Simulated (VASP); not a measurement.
# BeS (F-43m) in VASP: further runs

BeS is run at these levels: PBEsol; tasks: single point.

Program: VASP 6.6.1. These are calculated values, not measurements. Logs are shortened: lines on timing, memory, paths and dates and some standing lists are left out, and cuts for length are marked.

### 1 The cell of the first run

It takes space group F-43m (No. 216, cubic). The conventional cell has a = 4.914 Å, b = 4.914 Å, c = 4.914 Å, α = 90.00°, β = 90.00°, γ = 90.00°. Be (site symmetry -43m) has 4 S at 2.13 Å within 2.8 Å. Within 2.8 Å of S (site symmetry -43m) lie 4 Be at 2.13 Å.

### 2 Single point, PBEsol (functional pbesol, volume scaled by 1.04)

The input, INCAR:

```
SYSTEM = BeS
PREC = Accurate ; ENCUT = 520
EDIFF = 1E-6 ; ISMEAR = -1
SIGMA = 0.02 ; LREAL = .False.
LASPH = .True. ; NELM = 60
ALGO = Normal ; ISIF = 2
LWAVE = .False. ; LCHARG = .False.
GGA = PS ; NBANDS = 11
```

The input, KPOINTS:

```
regular mesh
0
Gamma
  9 9 9
  0 0 0
```

The input, POSCAR:

```
BeS
1.0
    0.0000000000      2.4569115543      2.4569115543
    2.4569115543      0.0000000000      2.4569115543
    2.4569115543      2.4569115543      0.0000000000
Be S
1 1
Direct
    0.0000000000      0.0000000000      0.0000000000
    0.7500000000      0.7500000000      0.7500000000
```

Potentials or basis: VASP PAW PBE potentials, release 64 (Be, S).

Started as:

```console
> cat potpaw_PBE.64/Be/POTCAR potpaw_PBE.64/S/POTCAR > POTCAR
> mpirun -np 1 vasp_std > vasp.out
```

OUTCAR:

```text
SYSTEM = BeS
   PREC = Accurate
   ENCUT = 520
   EDIFF = 1E-6
   ISMEAR = -1
   LREAL = .False.
   LASPH = .True.
   NELM = 60
   ISIF = 2
   GGA = PS

 ion  position               nearest neighbor table
   1  0.000  0.000  0.000-   2 2.13   2 2.13   2 2.13   2 2.13
   2  0.750  0.750  0.750-   1 2.13   1 2.13   1 2.13   1 2.13

  LATTYP: Found a face centered cubic cell.
 ALAT       =     4.9138231086

  Lattice vectors:

 A1 = (   0.0000000000,   2.4569115543,   2.4569115543)
 A2 = (   2.4569115543,   0.0000000000,   2.4569115543)
 A3 = (   2.4569115543,   2.4569115543,   0.0000000000)

Analysis of symmetry for initial positions (statically):
=====================================================================
 Subroutine PRICEL returns:
 Original cell was already a primitive cell.

 Routine SETGRP: Setting up the symmetry group for a
 face centered cubic supercell.

 Subroutine GETGRP returns: Found 24 space group operations
 (whereof 24 operations were pure point group operations)
 out of a pool of 48 trial point group operations.

The static configuration has the point symmetry T_d .

Analysis of symmetry for dynamics (positions and initial velocities):
=====================================================================
 Subroutine PRICEL returns:
 Original cell was already a primitive cell.

 Routine SETGRP: Setting up the symmetry group for a
 face centered cubic supercell.

 Subroutine GETGRP returns: Found 24 space group operations
 (whereof 24 operations were pure point group operations)
 out of a pool of 48 trial point group operations.

The dynamic configuration has the point symmetry T_d .

 Subroutine INISYM returns: Found 24 space group operations
 (whereof 24 operations are pure point group operations),
 and found     1 'primitive' translations

----------------------------------------------------------------------------------------

                                     Primitive cell

  volume of cell :      29.6619

  direct lattice vectors                    reciprocal lattice vectors
     0.000000000  2.456911554  2.456911554    -0.203507529  0.203507529  0.203507529
     2.456911554  0.000000000  2.456911554     0.203507529 -0.203507529  0.203507529
     2.456911554  2.456911554  0.000000000     0.203507529  0.203507529 -0.203507529

  length of vectors
     3.474597642  3.474597642  3.474597642     0.352485380  0.352485380  0.352485380

  position of ions in fractional coordinates (direct lattice)
     0.000000000  0.000000000  0.000000000
     0.750000000  0.750000000  0.750000000

  ion indices of the primitive-cell ions
   primitive index   ion index
                 1           1
                 2           2

----------------------------------------------------------------------------------------

 KPOINTS: regular mesh

Automatic generation of k-mesh.
 Grid dimensions read from file:
 generate k-points for:    9    9    9

 Generating k-lattice:

  Cartesian coordinates                     Fractional coordinates (reciprocal lattice)
    -0.022611948  0.022611948  0.022611948     0.111111111  0.000000000  0.000000000
     0.022611948 -0.022611948  0.022611948     0.000000000  0.111111111  0.000000000
     0.022611948  0.022611948 -0.022611948     0.000000000  0.000000000  0.111111111

  Length of vectors
     0.039165042  0.039165042  0.039165042

  Shift w.r.t. Gamma in fractional coordinates (k-lattice)
     0.000000000  0.000000000  0.000000000

 Subroutine IBZKPT returns following result:
 ===========================================

 Found     35 irreducible k-points:

 Following reciprocal coordinates:
            Coordinates               Weight
  0.000000  0.000000  0.000000      1.000000
  0.111111  0.000000  0.000000      8.000000
  0.222222  0.000000  0.000000      8.000000
  0.333333  0.000000  0.000000      8.000000
  0.444444  0.000000  0.000000      8.000000
  0.111111  0.111111  0.000000      6.000000
[... 16 lines left out ...]
 -0.333333  0.333333  0.000000     12.000000
  0.444444  0.444444  0.000000      6.000000
 [... further k-points ...]
   k-points           NKPTS =     35   k-points in BZ     NKDIM =     35   number of bands    NBANDS=     11
   number of dos      NEDOS =    301   number of ions     NIONS =      2
   total plane-waves  NPLWV =  21952
   dimension x,y,z NGX =    28 NGY =   28 NGZ =   28
   dimension x,y,z NGXF=    56 NGYF=   56 NGZF=   56
   ions per type =               1   1
   NGX,Y,Z   is equivalent  to a cutoff of  13.40, 13.40, 13.40 a.u.
   NGXF,Y,Z  is equivalent  to a cutoff of  26.79, 26.79, 26.79 a.u.
 SYSTEM =  BeS
   PREC   = accura    normal or accurate (medium, high low for compatibility)
   ISTART =      0    job   : 0-new  1-cont  2-samecut
   ICHARG =      2    charge: 1-file 2-atom 10-const
   ISPIN  =      1    spin polarized calculation?
   LNONCOLLINEAR =      F non collinear calculations
   LSORBIT =      F    spin-orbit coupling
   LASPH  =      T    aspherical Exc in radial PAW
   ENCUT  =  520.0 eV  38.22 Ry    6.18 a.u.   6.46  6.46  6.46*2*pi/ulx,y,z
   NELM   =     60;   NELMIN=  2; NELMDL= -5     # of ELM steps
   EDIFF  = 0.1E-05   stopping-criterion for ELM
   LREAL  =      F    real-space projection
   EDIFFG = 0.1E-04   stopping-criterion for IOM
   NSW    =      0    number of steps for IOM
   IBRION =     -1    ionic relax: 0-MD 1-quasi-New 2-CG
   NFREE  =      0    steps in history (QN), initial steepest desc. (CG)
   ISIF   =      2    stress and relaxation
   ISYM   =      2    0-nonsym 1-usesym 2-fastsym
   POTIM  = 0.5000    time-step for ionic-motion
   TEBEG  =    0.0;   TEEND  =   0.0 temperature during run
   PSTRESS=    0.0 pullay stress
   NELECT =       8.0000    total number of electrons
   NUPDOWN=      -1.0000    fix difference up-down
   EMIN   =  10.00;   EMAX   =-10.00  energy-range for DOS
   EFERMI =   0.00;   METHOD = LEGACY
   ISMEAR =    -1;   SIGMA  =   0.02  broadening in eV -4-tet -1-fermi 0-gaus
   EFERMI_NEDOS =   21; number of points for ismear=-14 and -15
   IALGO  =     38    algorithm
   IMIX   =      4    mixing-type and parameters
     AMIX     =   0.40;   BMIX     =  1.00
     AMIX_MAG =   1.60;   BMIX_MAG =  1.00
  volume/ion in A,a.u.               =      14.83       100.08
  Fermi-wavevector in a.u.,A,eV,Ry     =   1.057723  1.998807 15.221900  1.118778
  Thomas-Fermi vector in A             =   2.193006
   LORBIT       =      0    0 simple, 1 ext, 2 COOP (PROOUT), +10 PAW based schemes
   GGA     = PS    functional components
   LHFCALC =     F    Hartree Fock is set to
   AEXX    =    0.0000 exact exchange contribution
   IVDW    =     0    specifies the selected vdW correction
   LEPSILON=     F    determine dielectric tensor
   LRPA    =     F    only Hartree local field effects (RPA)
 non-spin polarized calculation
  energy-cutoff  :      520.00
  volume of cell :       29.66
 maximum number of plane-waves:       821
 NGX is ok and might be reduce to    28
   NGX = 13   NGY = 13   NGZ = 13

 number of electron       7.9999999 magnetization

 Free energy of the ion-electron system (eV)
  ---------------------------------------------------
  ext. energy  EPLUGINS =         0.00000000
  ---------------------------------------------------
  free energy    TOTEN  =       -10.54769094 eV

  energy without entropy =      -10.54769094  energy(sigma->0) =      -10.54769094

 E-fermi :   4.2213     XC(G=0):  -9.7420

 val. band max:        3.7457441288   @ k =   0.0000   0.0000   0.0000
 cond. band min:       6.8517600948   @ k =   0.4444   0.4444   0.0000
 fundamental gap:      3.1060159660
 Fermi energy:         4.2213419233

 k-point     1 :       0.0000    0.0000    0.0000
  band No.  band energies     occupation
      1      -9.7126      2.00000
      2       3.7457      2.00000
      3       3.7457      2.00000
      4       3.7457      2.00000
      5       9.1298      0.00000
      6       9.3703      0.00000
      7       9.3703      0.00000
      8       9.3703      0.00000
      9      16.4597      0.00000
     10      16.4597      0.00000
     11      18.1195      0.00000

 k-point     2 :       0.1111    0.0000    0.0000
  band No.  band energies     occupation
      1      -9.5778      2.00000
      2       2.7760      2.00000
      3       3.5925      2.00000
      4       3.5925      2.00000
      5       9.1360      0.00000
      6       9.6479      0.00000
      7       9.6479      0.00000
      8      10.3393      0.00000
      9      15.8502      0.00000
     10      15.8502      0.00000
     11      18.0528      0.00000

 k-point     3 :       0.2222    0.0000    0.0000
  band No.  band energies     occupation
      1      -9.1996      2.00000
      2       0.9714      2.00000
      3       3.2614      2.00000
      4       3.2614      2.00000
      5       9.0886      0.00000
      6      10.1507      0.00000
      7      10.1507      0.00000
      8      12.1651      0.00000
      9      15.4247      0.00000
     10      15.4247      0.00000
     11      17.6656      0.00000

 k-point     4 :       0.3333    0.0000    0.0000
  band No.  band energies     occupation
      1      -8.6778      2.00000
      2      -0.6911      2.00000
      3       2.9526      2.00000
      4       2.9526      2.00000
      5       9.0284      0.00000
      6      10.3256      0.00000
      7      10.3256      0.00000
      8      13.7227      0.00000
      9      16.2151      0.00000
     10      16.2151      0.00000
     11      17.5368      0.00000
[... 239 lines left out ...]
 k-point    22 :      -0.4444    0.3333    0.0000
  band No.  band energies     occupation
      1      -7.7352      2.00000
      2      -0.8410      2.00000
      3       0.2117      2.00000
      4       1.5993      2.00000
      5       7.9236      0.00000
      6      10.6549      0.00000
      7      14.0294      0.00000
      8      14.2145      0.00000
      9      16.4766      0.00000
     10      17.8552      0.00000
     11      20.3693      0.00000

 k-point    23 :      -0.3333    0.3333    0.0000
  band No.  band energies     occupation
      1      -7.7799      2.00000
      2      -0.6958      2.00000
      3      -0.2212      2.00000
      4       1.9496      2.00000
      5       8.4765      0.00000
      6      12.5714      0.00000
      7      13.1073      0.00000
      8      14.0183      0.00000
      9      14.4663      0.00000
     10      16.1044      0.00000
     11      21.3398      0.00000

 k-point    24 :       0.4444    0.4444    0.0000
  band No.  band energies     occupation
      1      -7.7622      2.00000
      2      -0.9872      2.00000
      3       1.2584      2.00000
      4       1.2584      2.00000
      5       6.8518      0.00000
      6       8.6557      0.00000
      7      15.7766      0.00000
      8      15.7766      0.00000
      9      18.2290      0.00000
     10      19.7741      0.00000
     11      20.7565      0.00000

 [... further k-points ...]

------------------------ aborting loop because EDIFF is reached ----------------------------------------

  FORCE on cell =-STRESS in cart. coord.  units (eV):
  Direction    XX          YY          ZZ          XY          YZ          ZX
  --------------------------------------------------------------------------------------
  -------------------------------------------------------------------------------------
  Total       -0.7418767     -0.7418767     -0.7418767     -0.0000000      0.0000000      0.0000000
  in kB      -40.0722518    -40.0722518    -40.0722518     -0.0000000      0.0000000      0.0000000
  external PRESSURE =     -40.0722518 kB  Pullay stress =       0.0000000 kB

 VOLUME and BASIS-vectors are now :
 -----------------------------------------------------------------------------
  energy-cutoff  :      520.00
  volume of cell :       29.66
      direct lattice vectors                 reciprocal lattice vectors
     0.000000000  2.456911554  2.456911554    -0.203507529  0.203507529  0.203507529
     2.456911554  0.000000000  2.456911554     0.203507529 -0.203507529  0.203507529
     2.456911554  2.456911554  0.000000000     0.203507529  0.203507529 -0.203507529

 POSITION                                       TOTAL-FORCE (eV/Angst)
 -----------------------------------------------------------------------------------
      0.00000      0.00000      0.00000         0.000000      0.000000      0.000000
      3.68537      3.68537      3.68537        -0.000000     -0.000000     -0.000000
 -----------------------------------------------------------------------------------
    total drift:                                0.000000      0.000000      0.000000

  FREE ENERGIE OF THE ION-ELECTRON SYSTEM (eV)
  ---------------------------------------------------
  free  energy   TOTEN  =       -10.5476909393 eV

  energy  without entropy=      -10.5476909393  energy(sigma->0) =      -10.54769094
```

It took 6.1 s on 1 thread of AMD EPYC 9R45 (Zen 5), shared host; peak memory 0.12 GiB.

Results:

| Property | Result |
| --- | --- |
| Free energy | -10.5477 eV |
| Pressure | -4.0 GPa |
| Band gap on the k mesh | 3.11 eV, indirect (least direct gap 5.38 eV) |

Caveat: the PAW data sets were made with another functional, which shifts forces and pressure a little. A k mesh can miss the band edges.

### 3 Single point, PBEsol

The input, INCAR:

```
ALGO = Normal ; EDIFF = 1E-6
ENCUT = 520 ; GGA = PS
ISIF = 2 ; ISMEAR = -1
LASPH = True ; LCHARG = True
LELF = True ; LREAL = False
LVHAR = True ; LWAVE = False
NBANDS = 11 ; NELM = 100
PREC = Accurate ; SIGMA = 0.02
```

The input, KPOINTS:

```
k-points
0
Gamma
  9 9 9
```

POSCAR is that of step 2.

Potentials or basis: VASP PAW PBE potentials, release 64 (Be, S).

Started as:

```console
> cat potpaw_PBE.64/Be/POTCAR potpaw_PBE.64/S/POTCAR > POTCAR
> mpirun -np 1 vasp_std > vasp.out
```

Run time: 7.1 s. Hardware: 1 thread of AMD EPYC 9R45 (Zen 5), shared host; peak memory 0.12 GiB.

The run converged. Its results:

* Free energy: -10.5477 eV
* Pressure: -4.0 GPa
* Band gap on the k mesh: 3.11 eV, indirect (least direct gap 5.38 eV)

Levels at points of the mesh, in eV from the valence-band top:
```csv
k point,band 1,band 2,band 3,band 4,band 5,band 6,band 7,band 8
"(0.00, 0.00, 0.00)",-13.46,0.00,0.00,0.00,5.38,5.62,5.62,5.62
```

Caveat: the PAW data sets were made with another functional, which shifts forces and pressure a little.
